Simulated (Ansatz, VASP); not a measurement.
# Tl in VASP and in Ansatz

File INCAR:

```
SYSTEM = Tl
PREC     = Accurate       ! precision mode
ENCUT    = 500            ! plane-wave cutoff, eV
EDIFF    = 1E-6           ! SCF threshold, eV
ISMEAR   = -1             ! smearing method
SIGMA    = 0.1            ! smearing width, eV
LREAL    = .FALSE.        ! projectors in reciprocal space
LASPH    = .TRUE.         ! aspherical terms in the spheres
NELM     = 120            ! most SCF steps
ALGO     = Normal         ! electronic algorithm
ISIF     = 2              ! what is computed and relaxed
LWAVE    = .FALSE.        ! write WAVECAR
LCHARG   = .FALSE.        ! write CHGCAR
GGA      = PS             ! functional
NBANDS   = 20             ! bands
GGA_COMPAT= .FALSE.
```

Contents of KPOINTS:

```
regular mesh
0
G
  13 13 11
  0 0 0
```

The input POSCAR:

```
Tl
1.0
   -4.1300728609      4.0921269773      1.6734883069
    4.0921269773     -4.1300728609      1.6734883069
    2.2652537363      2.2652537363     -1.7429862622
Tl
2
Direct
    0.9987959184      0.0012040816      0.0000000000
    0.7512040816      0.2487959184      0.5000000000
```

Input for Ansatz:

```yaml
crystal:
  lattice:
    - [-4.1300728609, 4.0921269773, 1.6734883069]
    - [4.0921269773, -4.1300728609, 1.6734883069]
    - [2.2652537363, 2.2652537363, -1.7429862622]
  atoms:
    - { symbol: Tl, position: [0.9987959184, 0.0012040816, 0.0] }
    - { symbol: Tl, position: [0.7512040816, 0.2487959184, 0.5] }
hamiltonian:
  xc: pbesol
  pseudopotentials:
    kind: paw
    azcp:
      Tl: "pseudopotentials/Tl.paw.azcp"
basis:
  ecutwfc: 420
  fft_grid_basis: typed
kpoints:
  mp_grid: { grid: [13, 13, 11], shift: [0, 0, 0] }
magnetization:
  spin_polarized: false
scf:
  occupations: { method: fermi_dirac, width: 0.1 }
  lower_state_search: "off"
output:
  stress: true
  write_density: true
  write_potential: true
  elf: true
  volumetric_format: npy
```

Alike in both runs: task single point; functional PBEsol; k mesh 13 × 13 × 11; occupations fermi-dirac, width 0.1 eV; no spin polarisation.

|  | VASP | Ansatz |
| --- | --- | --- |
| version | VASP 6.6.1 | Ansatz 0.2.0 |
| potentials or method | VASP PAW PBE potentials, release 64 (Tl_d), cutoff 500 eV | plane waves (420 eV) with PAW, scalar-relativistic |
| valence electrons in the cell | 26 | 26 |

|  | VASP | Ansatz | Ansatz less VASP |
| --- | --- | --- | --- |
| pressure (GPa) | -2.2 | -2.2 | +0.05 |
| traceless stress, the component that is largest in VASP (GPa) | 0.27 | 0.27 | 0.000 |

VASP's potentials were made for PBE, not for PBEsol, and Ansatz warns of the same on its side.

Spin-orbit coupling is off throughout.
